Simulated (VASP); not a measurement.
Here is a VASP 6.6.1 calculation.

INCAR

```
SYSTEM = GeSb3O2
PREC     = Accurate       ! precision mode
ENCUT    = 520            ! plane-wave cutoff, eV
EDIFF    = 1E-6           ! SCF threshold, eV
ISMEAR   = 0              ! smearing method
SIGMA    = 0.1            ! smearing width, eV
LREAL    = .FALSE.        ! projectors in reciprocal space
LASPH    = .TRUE.         ! aspherical terms in the spheres
NELM     = 100            ! most SCF steps
ALGO     = Normal         ! electronic algorithm
ISIF     = 2              ! what is computed and relaxed
LWAVE    = .FALSE.        ! write WAVECAR
LCHARG   = .FALSE.        ! write CHGCAR
GGA      = PE             ! functional
NBANDS   = 30             ! bands
```

File KPOINTS:

```
Automatic mesh
0
G
  6 6 4
  0 0 0
```

File POSCAR:

```
GeSb3O2
1.0
    5.3071689100      0.0000000000      0.0000000000
   -2.6535844500      4.5961430900      0.0000000000
    0.0000000000      0.0000000000      5.0029626000
Ge Sb O
1 3 2
Direct
    0.0000000000      0.0000000000      0.0000000000
    0.5000000000      0.0000000000      0.5000000000
    0.0000000000      0.5000000000      0.5000000000
    0.5000000000      0.5000000000      0.5000000000
    0.0000000000      0.0000000000      0.3769231900
    0.0000000000      0.0000000000      0.6230768100
```

Potentials or basis: VASP PAW PBE potentials, release 64 (Ge_d, Sb, O).

Run with:

```console
$ cat potpaw_PBE.64/Ge_d/POTCAR potpaw_PBE.64/Sb/POTCAR potpaw_PBE.64/O/POTCAR > POTCAR
$ mpirun -np 1 vasp_std > vasp.out
```

Question: What does it give for the pressure?

Answer: 34.2 GPa.

Question: Predict the largest force.

Answer: 6.561 eV/Å.

Stress tensor (GPa, compression positive):
```
39.79  0.00  0.00
 0.00 39.79  0.00
 0.00  0.00 23.12
```

Caveat: the standard files for N, O and F lose accuracy on very short bonds; an odd number of electrons without spin polarisation forces a metal; a magnetic or distorted state may lie lower.
